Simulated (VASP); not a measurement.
Write the native input for VASP 6.6.1 that does the following.

```yaml
Task: relaxation of cell and atoms
Functional: PBE
Potentials_or_basis: VASP PAW PBE potentials, release 64 (Y_sv, Ti_sv)
Cutoff: 600 eV
k_mesh: 10 × 10 × 10
Occupations: gaussian, width 0.1 eV
Spin: no spin polarisation
Dipole_correction: no
Further_INCAR_settings: ALGO = Fast; EDIFF = 1e-06; IBRION = 2; EDIFFG = -0.01; NSW = 100; ISIF = 3
```

The structure of Y3Ti lies in POSCAR:

```
Y3Ti
1.0
    4.8161646010      0.0000000000      0.0000000000
    0.0000000000      4.8161646010      0.0000000000
    0.0000000000      0.0000000000      4.8161646010
Y Ti
3 1
Direct
    0.0000000000      0.5000000000      0.5000000000
    0.5000000000      0.0000000000      0.5000000000
    0.5000000000      0.5000000000      0.0000000000
    0.0000000000      0.0000000000      0.0000000000
```

These files were run (other wordings do the same):

INCAR

```
SYSTEM = Y3Ti
ALGO = Fast
EDIFF = 1E-6
EDIFFG = -0.01
ENCUT = 600
GGA = PE
IBRION = 2
ISIF = 3
ISMEAR = 0
LASPH = .TRUE.
LCHARG = .FALSE.
LREAL = .FALSE.
LWAVE = .FALSE.
NELM = 80
NSW = 100
PREC = Accurate
SIGMA = 0.1
```

KPOINTS

```
k-points
0
G
  10 10 10
  0 0 0
```

Potentials or basis: VASP PAW PBE potentials, release 64 (Y_sv, Ti_sv).

Launch:

```bash
$ cat potpaw_PBE.64/Y_sv/POTCAR potpaw_PBE.64/Ti_sv/POTCAR > POTCAR
$ mpirun -np 1 vasp_std > vasp.out
```

It gave:

```yaml
Pressure_after_relaxing: 0.0 GPa
Band_gap_on_the_k_mesh: zero (an odd number of electrons rules out a gap without spin polarisation)
```

Caveat: the relaxation stopped at its first step, so nothing moved.

It took 11 min on 1 thread of AMD EPYC 9R45 96-Core Processor (Zen 5) (shared host), peak memory 0.37 GiB.
